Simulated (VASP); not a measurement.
# Si in VASP: further runs

The runs below take Si through electric field gradients, with LDA.

Program: VASP 6.6.1. These are calculated values, not measurements. Logs are shortened: lines on timing, memory, paths and dates and some standing lists are left out, and cuts for length are marked.

### Step 1. The cell of the first run

The typed cell holds 2 atoms: a = 3.552 Å, b = 3.554 Å, c = 3.513 Å, α = 100.84°, β = 95.77°, γ = 137.93°.

### Step 2. Electric field gradients, LDA (equal xy, yz and zx shear strains of -3 %)

File INCAR:

```
SYSTEM = Si
  PREC = Accurate
  ENCUT = 520
  EDIFF = 1E-8
  ISMEAR = -1
  SIGMA = 0.05
  LREAL = .False.
  LASPH = .True.
  NELM = 80
  ALGO = Normal
  ISIF = 2
  LWAVE = .False.
  LCHARG = .False.
  LEFG = .True.
  NBANDS = 11
```

File KPOINTS:

```
Automatic mesh
0
Gamma
  16 16 16
  0 0 0
```

File POSCAR:

```
Si
1.0
   -2.3056525000      2.3831400000      1.2732375000
    2.2674025000     -2.4213900000      1.2767625000
    2.2345975000      2.3538600000     -1.3442925000
Si
2
Direct
    0.8070000000      0.5570000000      0.2500000000
    0.1930000000      0.4430000000      0.7500000000
```

Potentials or basis: VASP PAW LDA potentials, release 64 (Si).

On the command line:

```
$ cat potpaw_LDA.64/Si/POTCAR > POTCAR
$ mpirun -np 1 vasp_std > vasp.out
```

OUTCAR:

```text
SYSTEM = Si
   PREC = Accurate
   ENCUT = 520
   EDIFF = 1E-8
   ISMEAR = -1
   LREAL = .False.
   LASPH = .True.
   NELM = 80
   ISIF = 2

 ion  position               nearest neighbor table
   1  0.807  0.557  0.250-   2 2.38   2 2.40   2 2.43   2 2.48   2 2.70   2 2.78
   2  0.193  0.443  0.750-   1 2.38   1 2.40   1 2.43   1 2.48   1 2.70   1 2.78

  LATTYP: Found a triclinic cell.
 ALAT       =     3.5519745835
 B/A-ratio  =     1.2677491717
 C/A-ratio  =     0.7180720542
 COS(alpha) =     0.0297616073
 COS(beta)  =     0.3580512859
 COS(gamma) =     0.6644099427

  Lattice vectors:

 A1 = (  -2.3056525000,   2.3831400000,   1.2732375000)
 A2 = (  -4.5020000000,   0.0675300000,   0.0675300000)
 A3 = (  -0.0382500000,  -0.0382500000,   2.5500000000)

Analysis of symmetry for initial positions (statically):
=====================================================================
 Subroutine PRICEL returns:
 Original cell was already a primitive cell.

 Routine SETGRP: Setting up the symmetry group for a
 triclinic supercell.

 Subroutine GETGRP returns: Found  2 space group operations
 (whereof  2 operations were pure point group operations)
 out of a pool of  2 trial point group operations.

The static configuration has the point symmetry S_2 .

Analysis of symmetry for dynamics (positions and initial velocities):
=====================================================================
 Subroutine PRICEL returns:
 Original cell was already a primitive cell.

 Routine SETGRP: Setting up the symmetry group for a
 triclinic supercell.

 Subroutine GETGRP returns: Found  2 space group operations
 (whereof  2 operations were pure point group operations)
 out of a pool of  2 trial point group operations.

The dynamic configuration has the point symmetry S_2 .

 Subroutine INISYM returns: Found  2 space group operations
 (whereof  2 operations are pure point group operations),
 and found     1 'primitive' translations

----------------------------------------------------------------------------------------

                                     Primitive cell

  volume of cell :      27.1721

  direct lattice vectors                    reciprocal lattice vectors
    -2.305652500  2.383140000  1.273237500     0.009190914  0.217175223  0.395552355
     2.267402500 -2.421390000  1.276762500     0.228199686  0.009358799  0.395720240
     2.234597500  2.353860000 -1.344292500     0.225441277  0.214584699  0.006600390

  length of vectors
     3.551974583  3.554485351  3.513005154     0.451343789  0.456899543  0.311310019

  position of ions in fractional coordinates (direct lattice)
     0.807000000  0.557000000  0.250000000
     0.193000000  0.443000000  0.750000000

  ion indices of the primitive-cell ions
   primitive index   ion index
                 1           1
                 2           2

----------------------------------------------------------------------------------------

 KPOINTS: Automatic mesh

Automatic generation of k-mesh.
 Grid dimensions read from file:
 generate k-points for:   16   16   16

 Generating k-lattice:

  Cartesian coordinates                     Fractional coordinates (reciprocal lattice)
     0.000574432  0.013573451  0.024722022     0.062500000  0.000000000  0.000000000
     0.014262480  0.000584925  0.024732515    -0.000000000  0.062500000  0.000000000
     0.014090080  0.013411544  0.000412524     0.000000000 -0.000000000  0.062500000

  Length of vectors
     0.028208987  0.028556221  0.019456876

  Shift w.r.t. Gamma in fractional coordinates (k-lattice)
     0.000000000  0.000000000  0.000000000

 Subroutine IBZKPT returns following result:
 ===========================================

 Found   2052 irreducible k-points:

 Following reciprocal coordinates:
            Coordinates               Weight
  0.000000  0.000000  0.000000      1.000000
  0.062500 -0.000000  0.000000      2.000000
  0.125000 -0.000000  0.000000      2.000000
  0.187500 -0.000000  0.000000      2.000000
  0.250000 -0.000000  0.000000      2.000000
  0.312500 -0.000000  0.000000      2.000000
[... 16 lines left out ...]
 -0.187500  0.062500  0.000000      2.000000
 -0.125000  0.062500  0.000000      2.000000
 [... further k-points ...]
   k-points           NKPTS =   2052   k-points in BZ     NKDIM =   2052   number of bands    NBANDS=     11
   number of dos      NEDOS =    301   number of ions     NIONS =      2
   total plane-waves  NPLWV =  21952
   dimension x,y,z NGX =    28 NGY =   28 NGZ =   28
   dimension x,y,z NGXF=    56 NGYF=   56 NGZF=   56
   ions per type =               2
   NGX,Y,Z   is equivalent  to a cutoff of  13.11, 13.10, 13.25 a.u.
   NGXF,Y,Z  is equivalent  to a cutoff of  26.21, 26.19, 26.50 a.u.
 SYSTEM =  Si
   PREC   = accura    normal or accurate (medium, high low for compatibility)
   ISTART =      0    job   : 0-new  1-cont  2-samecut
   ICHARG =      2    charge: 1-file 2-atom 10-const
   ISPIN  =      1    spin polarized calculation?
   LNONCOLLINEAR =      F non collinear calculations
   LSORBIT =      F    spin-orbit coupling
   LASPH  =      T    aspherical Exc in radial PAW
   ENCUT  =  520.0 eV  38.22 Ry    6.18 a.u.   6.60  6.61  6.53*2*pi/ulx,y,z
   NELM   =     80;   NELMIN=  2; NELMDL= -5     # of ELM steps
   EDIFF  = 0.1E-07   stopping-criterion for ELM
   LREAL  =      F    real-space projection
   EDIFFG = 0.1E-06   stopping-criterion for IOM
   NSW    =      0    number of steps for IOM
   IBRION =     -1    ionic relax: 0-MD 1-quasi-New 2-CG
   NFREE  =      0    steps in history (QN), initial steepest desc. (CG)
   ISIF   =      2    stress and relaxation
   ISYM   =      2    0-nonsym 1-usesym 2-fastsym
   POTIM  = 0.5000    time-step for ionic-motion
   TEBEG  =    0.0;   TEEND  =   0.0 temperature during run
   PSTRESS=    0.0 pullay stress
   NELECT =       8.0000    total number of electrons
   NUPDOWN=      -1.0000    fix difference up-down
   EMIN   =  10.00;   EMAX   =-10.00  energy-range for DOS
   EFERMI =   0.00;   METHOD = LEGACY
   ISMEAR =    -1;   SIGMA  =   0.05  broadening in eV -4-tet -1-fermi 0-gaus
   EFERMI_NEDOS =   21; number of points for ismear=-14 and -15
   IALGO  =     38    algorithm
   IMIX   =      4    mixing-type and parameters
     AMIX     =   0.40;   BMIX     =  1.00
     AMIX_MAG =   1.60;   BMIX_MAG =  1.00
  volume/ion in A,a.u.               =      13.59        91.68
  Fermi-wavevector in a.u.,A,eV,Ry     =   1.089090  2.058082 16.138109  1.186118
  Thomas-Fermi vector in A             =   2.225286
   LORBIT       =      0    0 simple, 1 ext, 2 COOP (PROOUT), +10 PAW based schemes
   GGA     = CA    functional components
   LHFCALC =     F    Hartree Fock is set to
   AEXX    =    0.0000 exact exchange contribution
   IVDW    =     0    specifies the selected vdW correction
   LEPSILON=     F    determine dielectric tensor
   LRPA    =     F    only Hartree local field effects (RPA)
 non-spin polarized calculation
  energy-cutoff  :      520.00
  volume of cell :       27.17
 maximum number of plane-waves:       748
   NGX = 13   NGY = 13   NGZ = 13

 number of electron       8.0000000 magnetization

 Free energy of the ion-electron system (eV)
  ---------------------------------------------------
  ext. energy  EPLUGINS =         0.00000000
  ---------------------------------------------------
  free energy    TOTEN  =       -11.40025661 eV

  energy without entropy =      -11.39437278  energy(sigma->0) =      -11.39731469

 E-fermi :  10.6586     XC(G=0): -11.4568

 val. band max:       10.6580139413   @ k =  -0.1250  -0.4375   0.1250
 cond. band min:      10.6592938913   @ k =   0.1250  -0.4375   0.4375
 fundamental gap:      0.0012799500
 Fermi energy:        10.6586213318

 k-point     1 :       0.0000    0.0000    0.0000
  band No.  band energies     occupation
      1      -4.0909      2.00000
      2       7.5366      2.00000
      3       8.4066      2.00000
      4       8.9345      2.00000
      5      11.8592      0.00000
      6      18.4680      0.00000
      7      19.7451      0.00000
      8      20.5469      0.00000
      9      20.9431      0.00000
     10      21.4577      0.00000
     11      22.4391      0.00000

 k-point     2 :       0.0625   -0.0000    0.0000
  band No.  band energies     occupation
      1      -3.9762      2.00000
      2       7.4373      2.00000
      3       8.0527      2.00000
      4       9.5014      2.00000
      5      12.1462      0.00000
      6      17.6100      0.00000
      7      19.2013      0.00000
      8      19.8927      0.00000
      9      20.5411      0.00000
     10      21.4410      0.00000
     11      22.5944      0.00000

 k-point     3 :       0.1250   -0.0000    0.0000
  band No.  band energies     occupation
      1      -3.6327      2.00000
      2       7.2295      2.00000
      3       7.7290      2.00000
      4      10.4173      1.98409
      5      12.9282      0.00000
      6      16.2595      0.00000
      7      17.1682      0.00000
      8      18.6494      0.00000
      9      19.4063      0.00000
     10      20.3448      0.00000
     11      22.5681      0.00000

 k-point     4 :       0.1875   -0.0000    0.0000
  band No.  band energies     occupation
      1      -3.0616      2.00000
      2       7.0756      2.00000
      3       7.5809      2.00000
      4      11.3057      0.00000
      5      13.9948      0.00000
      6      14.8725      0.00000
      7      15.1349      0.00000
      8      17.1232      0.00000
      9      17.9528      0.00000
     10      18.9229      0.00000
     11      23.3696      0.00000
[... 239 lines left out ...]
 k-point    22 :      -0.2500    0.0625    0.0000
  band No.  band energies     occupation
      1      -2.8674      2.00000
      2       5.8829      2.00000
      3       7.8128      2.00000
      4      11.9061      0.00000
      5      14.1243      0.00000
      6      14.7443      0.00000
      7      14.9975      0.00000
      8      16.6136      0.00000
      9      18.4586      0.00000
     10      19.6062      0.00000
     11      23.0488      0.00000

 k-point    23 :      -0.1875    0.0625    0.0000
  band No.  band energies     occupation
      1      -3.4857      2.00000
      2       6.0009      2.00000
      3       7.9750      2.00000
      4      11.2486      0.00002
      5      13.5349      0.00000
      6      15.3461      0.00000
      7      16.8948      0.00000
      8      18.1000      0.00000
      9      19.9586      0.00000
     10      20.7916      0.00000
     11      22.5326      0.00000

 k-point    24 :      -0.1250    0.0625    0.0000
  band No.  band energies     occupation
      1      -3.8770      2.00000
      2       6.3051      2.00000
      3       8.2321      2.00000
      4      10.3063      1.99826
      5      12.6275      0.00000
      6      16.5895      0.00000
      7      19.0723      0.00000
      8      19.6322      0.00000
      9      20.8795      0.00000
     10      21.5820      0.00000
     11      22.8082      0.00000

 [... further k-points ...]
[... 5 lines left out ...]
  --------------------------------------------------------------------------------------
  -------------------------------------------------------------------------------------
  Total        1.7271226      2.1764379      1.6975041      0.4494062      0.4325637      0.3349757
  in kB      101.8382376    128.3317089    100.0918056     26.4988346     25.5057292     19.7515404
  external PRESSURE =     110.0872507 kB  Pullay stress =       0.0000000 kB

 VOLUME and BASIS-vectors are now :
 -----------------------------------------------------------------------------
  energy-cutoff  :      520.00
  volume of cell :       27.17
      direct lattice vectors                 reciprocal lattice vectors
    -2.305652500  2.383140000  1.273237500     0.009190914  0.217175223  0.395552355
     2.267402500 -2.421390000  1.276762500     0.228199686  0.009358799  0.395720240
     2.234597500  2.353860000 -1.344292500     0.225441277  0.214584699  0.006600390

 POSITION                                       TOTAL-FORCE (eV/Angst)
 -----------------------------------------------------------------------------------
     -0.03907      1.16294      1.40259        -0.094503      0.039064      0.011739
      2.23542      1.15267     -0.19688         0.094503     -0.039064     -0.011739
 -----------------------------------------------------------------------------------
    total drift:                                0.000000     -0.000000     -0.000000

  FREE ENERGIE OF THE ION-ELECTRON SYSTEM (eV)
  ---------------------------------------------------
  free  energy   TOTEN  =       -11.4002566073 eV

  energy  without entropy=      -11.3943727795  energy(sigma->0) =      -11.39731469

 Electric field gradients (V/A^2)
---------------------------------------------------------------------
 ion       V_xx      V_yy      V_zz      V_xy      V_xz      V_yz
---------------------------------------------------------------------
   1       9.958   -26.470    16.512    -0.209    -3.053    -0.171
   2       9.958   -26.470    16.512    -0.209    -3.053    -0.171
---------------------------------------------------------------------

 Electric field gradients after diagonalization (V/A^2)
 (convention: |V_zz| > |V_xx| > |V_yy|)
----------------------------------------------------------------------
 ion       V_xx      V_yy      V_zz     asymmetry (V_yy - V_xx)/ V_zz
----------------------------------------------------------------------
   1      17.714     8.758   -26.472       0.338
   2      17.714     8.758   -26.472       0.338
----------------------------------------------------------------------

           NMR quadrupolar parameters

 Cq : quadrupolar parameter    Cq=e*Q*V_zz/h
 eta: asymmetry parameters     (V_yy - V_xx)/ V_zz
 Q  : nuclear electric quadrupole moment in mb (millibarn)
----------------------------------------------------------------------
 ion       Cq(MHz)       eta       Q (mb)
----------------------------------------------------------------------
   1      -0.064       0.338       1.000
   2      -0.064       0.338       1.000
----------------------------------------------------------------------
```

Run time: 11 min. Hardware: 1 thread of Intel Xeon 8259CL, shared host; peak memory 0.55 GiB.

What came out:

- Free energy: -11.4003 eV
- Pressure: 11.0 GPa
- Largest force: 0.103 eV/Å
- Band gap on the k mesh: zero (bands 4 and 5 overlap by 7.51 eV)
- Largest electric field gradient by atom: Si -26.5 V/Å²

Forces on the atoms (eV/Å):
```
Si  -0.095  0.039  0.012
Si   0.095 -0.039 -0.012
```

Stress tensor (GPa, compression positive):
```
10.18  2.65  1.98
 2.65 12.83  2.55
 1.98  2.55 10.01
```

Levels at points of the mesh, in eV from the Fermi level:
```tsv
k point	band 2	band 3	band 4	band 5	band 6	band 7
(0.00, 0.00, 0.00)	-3.12	-2.25	-1.72	1.20	7.81	9.09
(0.50, 0.00, 0.00)	-7.44	-1.96	-1.51	-1.45	-0.04	4.34
(0.00, 0.50, 0.00)	-7.15	-2.90	-2.33	-1.72	1.03	4.61
(0.50, 0.50, 0.00)	-11.50	0.42	0.44	3.21	3.27	8.34
(0.00, 0.00, 0.50)	-11.30	-0.09	-0.07	2.63	2.67	8.52
(0.50, 0.00, 0.50)	-7.36	-2.94	-1.71	-1.25	1.36	5.76
(0.00, 0.50, 0.50)	-7.74	-1.94	-1.26	-0.84	0.41	5.37
(0.50, 0.50, 0.50)	-8.14	-7.63	-7.35	5.75	6.57	13.98
```

Electric field gradients, principal values (V/Å²):
| atom | least | middle | greatest (by size) |
| --- | --- | --- | --- |
| 1 Si | 8.758 | 17.714 | -26.472 |
| 2 Si | 8.758 | 17.714 | -26.472 |

Caveat: the cell differs from its parent crystal (equal xy, yz and zx shear strains of -3 %); the cell stands under pressure; without QUAD_EFG the Cq values of the log hold for a quadrupole moment of 1 mb, not for the nuclei.

(Continued in part 2 of 2.)
